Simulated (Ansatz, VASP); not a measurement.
# Two plane-wave programs on NbP

```
Nb P
1.0
    -1.67357    1.67357    5.71352
     1.67357   -1.67357    5.71352
     1.67357    1.67357   -5.71352
Nb P
2 2
Direct
  0.75004 0.75004 0.00000
  0.50004 0.00004 0.50000
  0.33259 0.33259 0.00000
  0.08259 0.58259 0.50000
```

Alike in both runs: functional PBE; k mesh 20 × 20 × 20; occupations gaussian, width 0.1 eV; no spin polarisation.

Ansatz relaxed the structure, and its values are those at the end. VASP's run is a single point on that final structure, the one shown.

```csv
,VASP,Ansatz
version,VASP 6.6.1,Ansatz 0.2.0
potentials or method,"VASP PAW PBE potentials, release 64 (Nb_sv, P), cutoff 520 eV","scalar-relativistic, plane waves, PAW"
valence electrons in the cell,36,36
```

|  | VASP | Ansatz | Ansatz less VASP |
| --- | --- | --- | --- |
| gap on the k mesh at the Fermi level (eV) | none | none | - |
| pressure (GPa) | -0.4 | 0.0 | +0.39 |

A gap of «none» marks a metal or a gap that the smearing closes.
